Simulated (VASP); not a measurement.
# GaSb (F-43m) in VASP: notebook

The runs below take GaSb through single point, relaxation of cell and atoms, with PBEsol.

All numbers are computed with VASP 6.6.1; they aren't measurements. Logs are shortened: lines on timing, memory, paths and dates and some standing lists are left out, and cuts for length are marked.

## 1. The cell of the first run

The structure is cubic, space group F-43m (No. 216). The conventional cell has a = 6.113 Å, b = 6.113 Å, c = 6.113 Å, α = 90.00°, β = 90.00°, γ = 90.00°. Ga (site symmetry -43m) has 4 Sb at 2.65 Å within 3.5 Å. Within 3.5 Å of Sb (site symmetry -43m) lie 4 Ga at 2.65 Å.

## 2. Single point, PBEsol

INCAR reads:

```
  PREC = Accurate
  ENCUT = 520
  EDIFF = 1E-7
  ISMEAR = -1
  SIGMA = 0.15
  LREAL = F
  LASPH = T
  NELM = 80
  ALGO = Normal
  ISIF = 2
  LWAVE = F
  LCHARG = F
  GGA = PS
  NBANDS = 16
```

KPOINTS reads:

```
regular mesh
0
Gamma
  12 12 12
```

POSCAR reads:

```
GaSb
1.0
    0.0000000000      3.0564647039      3.0564647039
    3.0564647039      0.0000000000      3.0564647039
    3.0564647039      3.0564647039      0.0000000000
Ga Sb
1 1
Direct
    0.0000000000      0.0000000000      0.0000000000
    0.2500000000      0.2500000000      0.2500000000
```

Potentials or basis: VASP PAW PBE potentials, release 64 (Ga_d, Sb).

Command:

```sh
> cat potpaw_PBE.64/Ga_d/POTCAR potpaw_PBE.64/Sb/POTCAR > POTCAR
> mpirun -np 1 vasp_std > vasp.out
```

OUTCAR:

```text
PREC = Accurate
   ENCUT = 520
   EDIFF = 1E-7
   ISMEAR = -1
   LREAL = F
   LASPH = T
   NELM = 80
   ISIF = 2
   GGA = PS

 ion  position               nearest neighbor table
   1  0.000  0.000  0.000-   2 2.65   2 2.65   2 2.65   2 2.65
   2  0.250  0.250  0.250-   1 2.65   1 2.65   1 2.65   1 2.65

  LATTYP: Found a face centered cubic cell.
 ALAT       =     6.1129294078

  Lattice vectors:

 A1 = (   0.0000000000,   3.0564647039,   3.0564647039)
 A2 = (   3.0564647039,   0.0000000000,   3.0564647039)
 A3 = (   3.0564647039,   3.0564647039,   0.0000000000)

Analysis of symmetry for initial positions (statically):
=====================================================================
 Subroutine PRICEL returns:
 Original cell was already a primitive cell.

 Routine SETGRP: Setting up the symmetry group for a
 face centered cubic supercell.

 Subroutine GETGRP returns: Found 24 space group operations
 (whereof 24 operations were pure point group operations)
 out of a pool of 48 trial point group operations.

The static configuration has the point symmetry T_d .

Analysis of symmetry for dynamics (positions and initial velocities):
=====================================================================
 Subroutine PRICEL returns:
 Original cell was already a primitive cell.

 Routine SETGRP: Setting up the symmetry group for a
 face centered cubic supercell.

 Subroutine GETGRP returns: Found 24 space group operations
 (whereof 24 operations were pure point group operations)
 out of a pool of 48 trial point group operations.

The dynamic configuration has the point symmetry T_d .

 Subroutine INISYM returns: Found 24 space group operations
 (whereof 24 operations are pure point group operations),
 and found     1 'primitive' translations

----------------------------------------------------------------------------------------

                                     Primitive cell

  volume of cell :      57.1068

  direct lattice vectors                    reciprocal lattice vectors
     0.000000000  3.056464704  3.056464704    -0.163587690  0.163587690  0.163587690
     3.056464704  0.000000000  3.056464704     0.163587690 -0.163587690  0.163587690
     3.056464704  3.056464704  0.000000000     0.163587690  0.163587690 -0.163587690

  length of vectors
     4.322493837  4.322493837  4.322493837     0.283342190  0.283342190  0.283342190

  position of ions in fractional coordinates (direct lattice)
     0.000000000  0.000000000  0.000000000
     0.250000000  0.250000000  0.250000000

  ion indices of the primitive-cell ions
   primitive index   ion index
                 1           1
                 2           2

----------------------------------------------------------------------------------------

 KPOINTS: regular mesh

Automatic generation of k-mesh.
 Grid dimensions read from file:
 generate k-points for:   12   12   12

 Generating k-lattice:

  Cartesian coordinates                     Fractional coordinates (reciprocal lattice)
    -0.013632307  0.013632307  0.013632307     0.083333333  0.000000000  0.000000000
     0.013632307 -0.013632307  0.013632307     0.000000000  0.083333333  0.000000000
     0.013632307  0.013632307 -0.013632307     0.000000000  0.000000000  0.083333333

  Length of vectors
     0.023611849  0.023611849  0.023611849

  Shift w.r.t. Gamma in fractional coordinates (k-lattice)
     0.000000000  0.000000000  0.000000000

 Subroutine IBZKPT returns following result:
 ===========================================

 Found     72 irreducible k-points:

 Following reciprocal coordinates:
            Coordinates               Weight
  0.000000  0.000000  0.000000      1.000000
  0.083333  0.000000  0.000000      8.000000
  0.166667  0.000000  0.000000      8.000000
  0.250000  0.000000  0.000000      8.000000
  0.333333  0.000000  0.000000      8.000000
  0.416667  0.000000  0.000000      8.000000
[... 16 lines left out ...]
  0.500000  0.166667  0.000000     24.000000
 -0.416667  0.166667  0.000000     24.000000
 [... further k-points ...]
   k-points           NKPTS =     72   k-points in BZ     NKDIM =     72   number of bands    NBANDS=     16
   number of dos      NEDOS =    301   number of ions     NIONS =      2
   total plane-waves  NPLWV =  32768
   dimension x,y,z NGX =    32 NGY =   32 NGZ =   32
   dimension x,y,z NGXF=    64 NGYF=   64 NGZF=   64
   ions per type =               1   1
   NGX,Y,Z   is equivalent  to a cutoff of  12.31, 12.31, 12.31 a.u.
   NGXF,Y,Z  is equivalent  to a cutoff of  24.61, 24.61, 24.61 a.u.
 SYSTEM =  unknown system
   PREC   = accura    normal or accurate (medium, high low for compatibility)
   ISTART =      0    job   : 0-new  1-cont  2-samecut
   ICHARG =      2    charge: 1-file 2-atom 10-const
   ISPIN  =      1    spin polarized calculation?
   LNONCOLLINEAR =      F non collinear calculations
   LSORBIT =      F    spin-orbit coupling
   LASPH  =      T    aspherical Exc in radial PAW
   ENCUT  =  520.0 eV  38.22 Ry    6.18 a.u.   8.04  8.04  8.04*2*pi/ulx,y,z
   NELM   =     80;   NELMIN=  2; NELMDL= -5     # of ELM steps
   EDIFF  = 0.1E-06   stopping-criterion for ELM
   LREAL  =      F    real-space projection
   EDIFFG = 0.1E-05   stopping-criterion for IOM
   NSW    =      0    number of steps for IOM
   IBRION =     -1    ionic relax: 0-MD 1-quasi-New 2-CG
   NFREE  =      0    steps in history (QN), initial steepest desc. (CG)
   ISIF   =      2    stress and relaxation
   ISYM   =      2    0-nonsym 1-usesym 2-fastsym
   POTIM  = 0.5000    time-step for ionic-motion
   TEBEG  =    0.0;   TEEND  =   0.0 temperature during run
   PSTRESS=    0.0 pullay stress
   NELECT =      18.0000    total number of electrons
   NUPDOWN=      -1.0000    fix difference up-down
   EMIN   =  10.00;   EMAX   =-10.00  energy-range for DOS
   EFERMI =   0.00;   METHOD = LEGACY
   ISMEAR =    -1;   SIGMA  =   0.15  broadening in eV -4-tet -1-fermi 0-gaus
   EFERMI_NEDOS =   21; number of points for ismear=-14 and -15
   IALGO  =     38    algorithm
   IMIX   =      4    mixing-type and parameters
     AMIX     =   0.40;   BMIX     =  1.00
     AMIX_MAG =   1.60;   BMIX_MAG =  1.00
  volume/ion in A,a.u.               =      28.55       192.69
  Fermi-wavevector in a.u.,A,eV,Ry     =   1.114131  2.105402 16.888749  1.241288
  Thomas-Fermi vector in A             =   2.250723
   LORBIT       =      0    0 simple, 1 ext, 2 COOP (PROOUT), +10 PAW based schemes
   GGA     = PS    functional components
   LHFCALC =     F    Hartree Fock is set to
   AEXX    =    0.0000 exact exchange contribution
   IVDW    =     0    specifies the selected vdW correction
   LEPSILON=     F    determine dielectric tensor
   LRPA    =     F    only Hartree local field effects (RPA)
 non-spin polarized calculation
  energy-cutoff  :      520.00
  volume of cell :       57.11
 maximum number of plane-waves:      1572
   NGX = 17   NGY = 17   NGZ = 17

 number of electron      17.9999985 magnetization

 Free energy of the ion-electron system (eV)
  ---------------------------------------------------
  ext. energy  EPLUGINS =         0.00000000
  ---------------------------------------------------
  free energy    TOTEN  =        -8.15709491 eV

  energy without entropy =       -8.15048233  energy(sigma->0) =       -8.15378862

 E-fermi :   4.9480     XC(G=0):  -9.2787

 val. band max:        4.7630071925   @ k =   0.0000   0.0000   0.0000
 cond. band min:       5.1069588842   @ k =   0.5000   0.0000   0.0000
 fundamental gap:      0.3439516917
 Fermi energy:         4.9479949067

 k-point     1 :       0.0000    0.0000    0.0000
  band No.  band energies     occupation
      1     -10.2446      2.00000
      2     -10.2446      2.00000
      3     -10.2446      2.00000
      4     -10.1938      2.00000
      5     -10.1938      2.00000
      6      -6.7671      2.00000
[... 8 lines left out ...]
     15      13.3601      0.00000
     16      13.3601      0.00000

 k-point     2 :       0.0833    0.0000    0.0000
  band No.  band energies     occupation
      1     -10.2466      2.00000
      2     -10.2437      2.00000
      3     -10.2437      2.00000
      4     -10.1939      2.00000
      5     -10.1939      2.00000
      6      -6.6952      2.00000
[... 8 lines left out ...]
     15      12.8095      0.00000
     16      12.8095      0.00000

 k-point     3 :       0.1667    0.0000    0.0000
  band No.  band energies     occupation
      1     -10.2519      2.00000
      2     -10.2414      2.00000
      3     -10.2414      2.00000
      4     -10.1941      2.00000
      5     -10.1941      2.00000
      6      -6.4836      2.00000
[... 8 lines left out ...]
     15      12.3238      0.00000
     16      12.3238      0.00000

 k-point     4 :       0.2500    0.0000    0.0000
  band No.  band energies     occupation
      1     -10.2592      2.00000
      2     -10.2386      2.00000
      3     -10.2386      2.00000
      4     -10.1942      2.00000
      5     -10.1942      2.00000
      6      -6.1479      2.00000
[... 8 lines left out ...]
     15      12.3019      0.00000
     16      12.3019      0.00000

 k-point     5 :       0.3333    0.0000    0.0000
  band No.  band energies     occupation
      1     -10.2663      2.00000
      2     -10.2359      2.00000
      3     -10.2359      2.00000
      4     -10.1940      2.00000
      5     -10.1940      2.00000
      6      -5.7271      2.00000
[... 8 lines left out ...]
     15      12.8303      0.00000
     16      12.8303      0.00000

 k-point     6 :       0.4167    0.0000    0.0000
  band No.  band energies     occupation
      1     -10.2715      2.00000
      2     -10.2342      2.00000
      3     -10.2342      2.00000
      4     -10.1937      2.00000
      5     -10.1937      2.00000
      6      -5.3189      2.00000
[... 8 lines left out ...]
     15      13.7776      0.00000
     16      13.7776      0.00000
[... 267 lines left out ...]
 k-point    21 :       0.3333    0.1667    0.0000
  band No.  band energies     occupation
      1     -10.2692      2.00000
      2     -10.2336      2.00000
      3     -10.2325      2.00000
      4     -10.1979      2.00000
      5     -10.1921      2.00000
      6      -5.7708      2.00000
[... 8 lines left out ...]
     15      13.3592      0.00000
     16      13.9151      0.00000

 k-point    22 :       0.4167    0.1667    0.0000
  band No.  band energies     occupation
      1     -10.2739      2.00000
      2     -10.2321      2.00000
      3     -10.2305      2.00000
      4     -10.1976      2.00000
      5     -10.1922      2.00000
      6      -5.3477      2.00000
[... 8 lines left out ...]
     15      13.9199      0.00000
     16      14.6169      0.00000

 k-point    23 :       0.5000    0.1667    0.0000
  band No.  band energies     occupation
      1     -10.2764      2.00000
      2     -10.2313      2.00000
      3     -10.2298      2.00000
      4     -10.1966      2.00000
      5     -10.1928      2.00000
      6      -4.9955      2.00000
[... 8 lines left out ...]
     15      14.4605      0.00000
     16      14.6714      0.00000

 k-point    24 :      -0.4167    0.1667    0.0000
  band No.  band energies     occupation
      1     -10.2763      2.00000
      2     -10.2313      2.00000
      3     -10.2303      2.00000
      4     -10.1954      2.00000
      5     -10.1939      2.00000
      6      -4.9372      2.00000
[... 8 lines left out ...]
     15      13.4154      0.00000
     16      13.8066      0.00000

 [... further k-points ...]
[... 5 lines left out ...]
  --------------------------------------------------------------------------------------
  -------------------------------------------------------------------------------------
  Total        0.0311400      0.0311400      0.0311400      0.0000000      0.0000000      0.0000000
  in kB        0.8736564      0.8736564      0.8736564      0.0000000      0.0000000      0.0000000
  external PRESSURE =       0.8736564 kB  Pullay stress =       0.0000000 kB

 VOLUME and BASIS-vectors are now :
 -----------------------------------------------------------------------------
  energy-cutoff  :      520.00
  volume of cell :       57.11
      direct lattice vectors                 reciprocal lattice vectors
     0.000000000  3.056464704  3.056464704    -0.163587690  0.163587690  0.163587690
     3.056464704  0.000000000  3.056464704     0.163587690 -0.163587690  0.163587690
     3.056464704  3.056464704  0.000000000     0.163587690  0.163587690 -0.163587690

 POSITION                                       TOTAL-FORCE (eV/Angst)
 -----------------------------------------------------------------------------------
      0.00000      0.00000      0.00000        -0.000000     -0.000000      0.000000
      1.52823      1.52823      1.52823         0.000000      0.000000     -0.000000
 -----------------------------------------------------------------------------------
    total drift:                                0.000000      0.000000      0.000000

  FREE ENERGIE OF THE ION-ELECTRON SYSTEM (eV)
  ---------------------------------------------------
  free  energy   TOTEN  =        -8.1570949063 eV

  energy  without entropy=       -8.1504823318  energy(sigma->0) =       -8.15378862
```

Run time: 36 s. Hardware: 1 thread of Intel Xeon 6975P-C, shared host; peak memory 0.22 GiB.

What came out:

```
Free energy : -8.1571 eV
Pressure    : 0.1 GPa
```

Caveat: the PAW data sets were made with another functional, which shifts forces and pressure a little; spin-orbit coupling is left out, which moves the levels of the heavy elements.

## 3. Relaxation of cell and atoms, PBEsol

INCAR reads:

```
SYSTEM = GaSb
ALGO = Normal ; EDIFF = 1E-6
EDIFFG = -0.001 ; ENCUT = 600
GGA = PS ; IBRION = 2
ISIF = 3 ; ISMEAR = -1
LASPH = .TRUE. ; LCHARG = .FALSE.
LREAL = .FALSE. ; LWAVE = .FALSE.
NELM = 100 ; NSW = 80
PREC = Accurate ; SIGMA = 0.15
```

KPOINTS reads:

```
k-points
0
G
  12 12 12
  0 0 0
```

POSCAR reads:

```
GaSb
1.0
    0.0000000000      3.0556142709      3.0556142709
    3.0556142709      0.0000000000      3.0556142709
    3.0556142709      3.0556142709      0.0000000000
Ga Sb
1 1
Direct
    0.0000000000      0.0000000000      0.0000000000
    0.2500000000      0.2500000000      0.2500000000
```

Potentials or basis: VASP PAW PBE potentials, release 64 (Ga_d, Sb).

Command:

```sh
> cat potpaw_PBE.64/Ga_d/POTCAR potpaw_PBE.64/Sb/POTCAR > POTCAR
> mpirun -np 1 vasp_std > vasp.out
```

Wall time 3.2 min (1 thread of Intel Xeon 6975P-C, shared host); peak memory 0.26 GiB.

The run converged. Its results:

```
Free energy                            : -8.1570 eV
Relaxed volume                         : 28.59 Å³/atom
Relaxed cell                           : a = 4.324 Å, b = 4.324 Å, c = 4.324 Å, α = 60.00°, β = 60.00°, γ = 60.00°
Space group after relaxing (to 0.05 Å) : F-43m (No. 216)
Energy gained by relaxing              : 0.0 meV/atom
Ionic steps                            : 11
Pressure after relaxing                : 0.0 GPa
Band gap on the k mesh                 : zero (filled and empty bands touch)
```

Final structure:
```
Ga Sb
1.0
     0.00000    3.05765    3.05765
     3.05765    0.00000    3.05765
     3.05765    3.05765    0.00000
Ga Sb
1 1
Direct
  0.00000 0.00000 0.00000
  0.25000 0.25000 0.25000
```

Levels at points of the mesh, in eV from the Fermi level:
```csv
k point,band 5,band 6,band 7,band 8,band 9,band 10,band 11,band 12,band 13
"(0.00, 0.00, 0.00)",-15.14,-11.71,-0.19,-0.19,-0.19,-0.19,2.57,2.57,2.57
"(0.50, 0.00, 0.00)",-15.14,-10.07,-6.59,-1.35,-1.35,0.16,3.52,3.52,6.13
"(0.50, 0.50, 0.00)",-15.13,-9.24,-7.03,-2.78,-2.78,0.65,0.96,8.48,8.48
```

Caveat: the PAW data sets were made with another functional, which shifts forces and pressure a little; spin-orbit coupling is left out, which moves the levels of the heavy elements.

## 4. Single point, PBEsol

INCAR reads:

```
  PREC = Accurate
  ENCUT = 520
  EDIFF = 1E-6
  ISMEAR = 0
  SIGMA = 0.1
  LREAL = F
  LASPH = T
  NELM = 60
  ALGO = Normal
  ISIF = 2
  LWAVE = F
  LCHARG = F
  GGA = PS
  NBANDS = 16
  ISYM = 0
```

KPOINTS reads:

```
Automatic mesh
0
Gamma
  8 8 11
```

POSCAR reads:

```
GaSb
1.0
    4.3212908981      0.0000000000      0.0000000000
    0.0000000000      4.3212908981      0.0000000000
    2.1606454490      2.1606454490      3.0556140975
Ga Sb
1 1
Direct
    0.0000000000      0.0000000000      0.0000000000
    0.7500000000      0.2500000000      0.5000000000
```

Command:

```sh
> cat potpaw_PBE.64/Ga_d/POTCAR potpaw_PBE.64/Sb/POTCAR > POTCAR
> mpirun -np 1 vasp_std > vasp.out
```

Run time: 10 min. Hardware: 1 thread of AMD EPYC 7R13, shared host; peak memory 0.42 GiB.

The run converged. Its results:

```
Free energy : -8.1525 eV
Pressure    : 0.1 GPa
```

Levels at points of the mesh, in eV from the Fermi level:
| k point | band 5 | band 6 | band 7 | band 8 | band 9 | band 10 | band 11 | band 12 | band 13 | band 14 |
| --- | --- | --- | --- | --- | --- | --- | --- | --- | --- | --- |
| (0.00, 0.00, 0.00) | -15.01 | -11.58 | -0.05 | -0.05 | -0.05 | -0.04 | 2.70 | 2.70 | 2.70 | 5.58 |
| (0.50, 0.00, 0.00) | -15.01 | -9.94 | -6.47 | -1.22 | -1.22 | 0.30 | 3.66 | 3.66 | 6.26 | 9.21 |
| (0.00, 0.50, 0.00) | -15.01 | -9.94 | -6.47 | -1.22 | -1.22 | 0.30 | 3.66 | 3.66 | 6.26 | 9.21 |
| (0.50, 0.50, 0.00) | -15.00 | -9.11 | -6.90 | -2.65 | -2.65 | 0.78 | 1.10 | 8.63 | 8.63 | 9.95 |

Caveat: the PAW data sets were made with another functional, which shifts forces and pressure a little; spin-orbit coupling is left out, which moves the levels of the heavy elements.

## 5. Single point, PBEsol

This run uses another cell than the first one, of 28.03 Å³/atom, 0.982 times its volume.

INCAR reads:

```
SYSTEM = GaSb
PREC = Accurate
ENCUT = 520
EDIFF = 1E-6
ISMEAR = -1
SIGMA = 0.15
LREAL = .False.
LASPH = .True.
NELM = 80
ALGO = Normal
ISIF = 2
LWAVE = .False.
LCHARG = .False.
GGA = PS
NBANDS = 16
```

KPOINTS reads:

```
regular mesh
0
Gamma
  12 12 12
  0 0 0
```

POSCAR reads:

```
GaSb
1.0
    0.0000000000      3.0375123429      3.0375123429
    3.0375123429      0.0000000000      3.0375123429
    3.0375123429      3.0375123429      0.0000000000
Ga Sb
1 1
Direct
    0.0000000000      0.0000000000      0.0000000000
    0.7500000000      0.7500000000      0.7500000000
```

Command:

```sh
> cat potpaw_PBE.64/Ga_d/POTCAR potpaw_PBE.64/Sb/POTCAR > POTCAR
> mpirun -np 1 vasp_std > vasp.out
```

It took 48 s on 1 thread of Intel Xeon Platinum 8375C at 2.90GHz (Ice Lake), shared host; peak memory 0.22 GiB.

The run converged. Its results:

```
Free energy : -8.1532 eV
Pressure    : 1.1 GPa
```

Levels at points of the mesh, in eV from the Fermi level:
| k point | band 6 | band 7 | band 8 | band 9 | band 10 | band 11 | band 12 | band 13 |
| --- | --- | --- | --- | --- | --- | --- | --- | --- |
| (0.00, 0.00, 0.00) | -11.86 | -0.21 | -0.21 | -0.21 | -0.06 | 2.55 | 2.55 | 2.55 |
| (0.50, 0.00, 0.00) | -10.17 | -6.71 | -1.40 | -1.40 | 0.18 | 3.51 | 3.51 | 6.10 |
| (0.50, 0.50, 0.00) | -9.31 | -7.14 | -2.87 | -2.87 | 0.61 | 0.91 | 8.60 | 8.60 |

Caveat: the PAW data sets were made with another functional, which shifts forces and pressure a little; spin-orbit coupling is left out, which moves the levels of the heavy elements.

## 6. Overview

| task | cell | k mesh | cutoff (eV) | smearing | pressure (GPa) |
| --- | --- | --- | --- | --- | --- |
| single point | a = 4.322 Å, angles 60.0°, 2 atoms | 12 × 12 × 12 | 520 | fermi-dirac 0.15 eV | 0.1 |
| relaxation of cell and atoms | relaxed from a = 4.321 Å, angles 60.0°, 2 atoms | 12 × 12 × 12 | 600 | fermi-dirac 0.15 eV | 0.0 |
| single point | a = 4.321 Å, angles 60.0, 60.0, 90.0°, 2 atoms | 8 × 8 × 11 | 520 | gaussian 0.1 eV | 0.1 |
| single point | a = 4.296 Å, angles 60.0°, 2 atoms | 12 × 12 × 12 | 520 | fermi-dirac 0.15 eV | 1.1 |

Alike in all rows: level PBEsol; potentials or basis VASP PAW PBE potentials, release 64 (Ga_d, Sb); no spin polarisation.

Caveats: the PAW data sets were made with another functional, which shifts forces and pressure a little; spin-orbit coupling is left out, which moves the levels of the heavy elements.

Total energies depend on the potentials used, so only differences within one code and one set of settings carry meaning.
